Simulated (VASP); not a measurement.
Write the native input for VASP 6.6.1 that does the following.

- Task: single point
- Functional: PBE
- Potentials or basis: VASP PAW PBE potentials, release 64 (Sn_d, Pb_d, Se)
- Cutoff: 520 eV
- k mesh: 6 × 6 × 6
- Occupations: gaussian, width 0.1 eV
- Spin: no spin polarisation
- Dipole correction: no
- Further INCAR settings: ALGO = Normal; EDIFF = 1e-07; NBANDS = 50

The structure of Sn3PbSe4 lies in POSCAR:

```
Sn3PbSe4
1.0
    6.1036531032      0.0000000000      0.0000000000
    0.0000000000      6.1036531032      0.0000000000
    0.0000000000      0.0000000000      6.1036531032
Sn Pb Se
3 1 4
Direct
    0.5000000000      0.0000000000      0.0000000000
    0.0000000000      0.0000000000      0.5000000000
    0.0000000000      0.5000000000      0.0000000000
    0.5000000000      0.5000000000      0.5000000000
    0.0000000000      0.5000000000      0.5000000000
    0.5000000000      0.5000000000      0.0000000000
    0.0000000000      0.0000000000      0.0000000000
    0.5000000000      0.0000000000      0.5000000000
```

One way to write it, as run:

INCAR

```
SYSTEM = Sn3PbSe4
PREC = Accurate ; ENCUT = 520
EDIFF = 1E-7 ; ISMEAR = 0
SIGMA = 0.1 ; LREAL = .FALSE.
LASPH = .TRUE. ; NELM = 60
ALGO = Normal ; ISIF = 2
LWAVE = .FALSE. ; LCHARG = .FALSE.
GGA = PE ; NBANDS = 50
```

KPOINTS

```
regular mesh
0
G
  6 6 6
  0 0 0
```

Potentials or basis: VASP PAW PBE potentials, release 64 (Sn_d, Pb_d, Se).

Command:

```bash
$ cat potpaw_PBE.64/Sn_d/POTCAR potpaw_PBE.64/Pb_d/POTCAR potpaw_PBE.64/Se/POTCAR > POTCAR
$ mpirun -np 1 vasp_std > vasp.out
```

Results of the run:

```
Pressure               : 0.0 GPa
Band gap on the k mesh : zero (filled and empty bands touch)
```

Caveat: semilocal functionals underestimate gaps, so a narrow gap can read as zero; spin-orbit coupling is left out, which moves the levels of the heavy elements.

Run time: 2.7 min on 1 thread of Intel(R) Xeon(R) Platinum 8488C (Sapphire Rapids), on a shared host, peak memory 0.44 GiB.
